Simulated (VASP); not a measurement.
# Li4SiN (F-43m) in VASP: further runs, part 2 of 2

VASP 6.6.1.

### 4 Relaxation of cell and atoms, PBE

The input, INCAR:

```
SYSTEM = Li4SiN
PREC = Accurate
ENCUT = 600
EDIFF = 1E-6
ISMEAR = 0
SIGMA = 0.1
LREAL = .False.
LASPH = .True.
NELM = 60
ALGO = Normal
ISIF = 3
LWAVE = .False.
LCHARG = .False.
GGA = PE
IBRION = 2
NSW = 90
EDIFFG = -0.04
```

The input, KPOINTS:

```
regular mesh
0
Gamma
  4 4 4
  0 0 0
```

The input, POSCAR:

```
Li4SiN
1.0
    0.0000000000      3.4389626800      3.4389626800
    3.4389626800      0.0000000000      3.4389626800
    3.4389626800      3.4389626800      0.0000000000
Li Si N
4 1 1
Direct
    0.1362019800      0.1362019800      0.1362019800
    0.1362019800      0.1362019800      0.5913940600
    0.1362019800      0.5913940600      0.1362019800
    0.5913940600      0.1362019800      0.1362019800
    0.7500000000      0.7500000000      0.7500000000
    0.0000000000      0.0000000000      0.0000000000
```

Command:

```console
$ cat potpaw_PBE.64/Li_sv/POTCAR potpaw_PBE.64/Si/POTCAR potpaw_PBE.64/N/POTCAR > POTCAR
$ mpirun -np 1 vasp_std > vasp.out
```

It took 82 s on 1 thread of Intel Xeon Platinum 8259CL at 2.50GHz (Skylake/Cascade Lake), shared host; peak memory 0.23 GiB.

The run converged. Its results:

```
Free energy                           : -18.2709 eV
Relaxed volume                        : 20.05 Å³/atom
Relaxed cell                          : a = 5.541 Å, b = 5.541 Å, c = 5.541 Å, α = 60.00°, β = 60.00°, γ = 60.00°
Space group after relaxing (to 0.1 Å) : F-43m (No. 216)
Energy gained by relaxing             : 237.7 meV/atom
Ionic steps                           : 6
Pressure after relaxing               : 0.0 GPa
Band gap on the k mesh                : zero (an odd number of electrons rules out a gap without spin polarisation)
```

Step by step:
| step | energy change (eV) | largest force (eV/Å) | pressure (GPa) | volume (Å³) |
| --- | --- | --- | --- | --- |
| 1 | 0.0000 | 0.0192 | 15.07 | 81.34 |
| 2 | -0.9514 | 0.8164 | 5.23 | 97.30 |
| 3 | -1.1730 | 1.1641 | 0.89 | 109.67 |
| 4 | -1.1813 | 1.2259 | 0.08 | 112.65 |
| 5 | -1.4024 | 0.3775 | -0.02 | 117.81 |
| 6 | -1.4263 | 0.0014 | 0.03 | 120.27 |

Final structure:
```
CELL_PARAMETERS angstrom
0.00000 3.91782 3.91782
3.91782 0.00000 3.91782
3.91782 3.91782 0.00000
ATOMIC_POSITIONS crystal
Li 0.12875 0.12875 0.12875
Li 0.12875 0.12875 0.61376
Li 0.12875 0.61376 0.12875
Li 0.61376 0.12875 0.12875
Si 0.75000 0.75000 0.75000
N 0.00000 0.00000 0.00000
```

Levels at points of the mesh, in eV from the Fermi level:
```
           k point  band 7  band 8  band 9  band 10  band 11  band 12  band 13  band 14
(0.00, 0.00, 0.00)   -1.81   -1.81   -1.81    -0.08     0.30     0.30     0.30     4.12
(0.50, 0.00, 0.00)   -2.15   -1.92   -1.92    -0.76     0.41     0.41     1.99     2.74
(0.50, 0.50, 0.00)   -2.19   -2.19   -1.24    -1.17    -0.08     0.60     0.60     3.43
```

Caveat: the k points lie up to 0.35 Å⁻¹ apart in the final cell, too coarse for converged energies and pressures of a metal; the cutoff is under 1.25 times the usual one of these potentials, so pressure, stress and relaxed cells hold a basis-set (Pulay) error; the volume moved by over 15 % at a fixed basis, so the end points are rough.

### 5 Single point, PBE, collinear spin, ferromagnetic start

The input, INCAR:

```
SYSTEM = Li4SiN
ALGO     = Normal         ! electronic algorithm
EDIFF    = 1E-6           ! SCF threshold, eV
ENCUT    = 520            ! plane-wave cutoff, eV
GGA      = PE             ! functional
ISIF     = 2              ! what is computed and relaxed
ISMEAR   = 0              ! smearing method
ISPIN    = 2              ! spin polarisation
LASPH    = .True.         ! aspherical terms in the spheres
LCHARG   = .True.         ! write CHGCAR
LELF     = .True.         ! ELF
LORBIT   = 11             ! projections on sites
LREAL    = .False.        ! projectors in reciprocal space
LVHAR    = .True.       
LWAVE    = .False.        ! write WAVECAR
MAGMOM   = 0 0 0 0 0 1    ! initial moments
NBANDS   = 24             ! bands
NELM     = 150            ! most SCF steps
PREC     = Accurate       ! precision mode
SIGMA    = 0.1            ! smearing width, eV
```

The input, KPOINTS:

```
k-points
0
Gamma
  4 4 4
  0 0 0
```

POSCAR is that of step 4.

Command:

```console
$ cat potpaw_PBE.64/Li_sv/POTCAR potpaw_PBE.64/Si/POTCAR potpaw_PBE.64/N/POTCAR > POTCAR
$ mpirun -np 1 vasp_std > vasp.out
```

Run time: 40 s. Hardware: 1 thread of Intel Xeon Platinum 8259CL at 2.50GHz (Skylake/Cascade Lake), shared host; peak memory 0.23 GiB.

Results (log left out):

| Item | Value |
| --- | --- |
| Free energy | -16.8406 eV |
| Largest force | 0.016 eV/Å |
| Net moment | 0.00 μB per cell |
| Valence electrons inside the program's atomic spheres | Li 2.21; Si 1.52; N 3.74 |

Forces in eV/Å, atoms in the order of the input:
```
Li   0.009  0.009  0.009
Li  -0.009 -0.009  0.009
Li  -0.009  0.009 -0.009
Li   0.009 -0.009 -0.009
Si   0.000  0.000  0.000
N    0.000  0.000  0.000
```

Levels at points of the mesh, in eV from the Fermi level:
Spin up:
```
           k point  band 8  band 9  band 10  band 11  band 12  band 13
(0.00, 0.00, 0.00)   -2.47   -2.47     0.66     0.66     0.66     0.67
(0.50, 0.00, 0.00)   -2.59   -2.56    -0.77     0.71     0.71     2.87
(0.50, 0.50, 0.00)   -2.97   -1.87    -1.10     0.20     1.08     1.08
```
Spin down:
```
           k point  band 8  band 9  band 10  band 11  band 12  band 13
(0.00, 0.00, 0.00)   -2.47   -2.47     0.66     0.66     0.66     0.67
(0.50, 0.00, 0.00)   -2.59   -2.56    -0.77     0.71     0.71     2.87
(0.50, 0.50, 0.00)   -2.97   -1.87    -1.10     0.20     1.08     1.08
```

Caveat: the k points lie up to 0.40 Å⁻¹ apart; the cutoff is under 1.25 times the usual one of these potentials, so pressure, stress and relaxed cells hold a basis-set (Pulay) error.

### 6 Overview

| task | spin | cell | cutoff (eV) | gap on the mesh (eV) | largest force (eV/Å) |
| --- | --- | --- | --- | --- | --- |
| single point | off | a = 4.863 Å, angles 60.0°, 6 atoms, atomic positions A | 520 | none | 0.02 |
| single point | off | a = 5.565 Å, angles 60.0°, 6 atoms, atomic positions B | 520 | none | 0.04 |
| relaxation of cell and atoms | off | relaxed from a = 4.863 Å, angles 60.0°, 6 atoms, atomic positions A | 600 | none | - |
| single point | collinear, ferromagnetic start | a = 4.863 Å, angles 60.0°, 6 atoms, atomic positions A | 520 | none | 0.02 |

Alike in all rows: level PBE; potentials or basis VASP PAW PBE potentials, release 64 (Li_sv, Si, N); k mesh 4 × 4 × 4; smearing gaussian 0.1 eV.

Caveats: some runs use coarse meshes; the cutoff is under 1.25 times the usual one of these potentials, so pressure, stress and relaxed cells hold a basis-set (Pulay) error; the volume moved by over 15 % at a fixed basis, so the end points are rough (at least some runs).

Absolute energies hang on the potentials; compare differences alone.
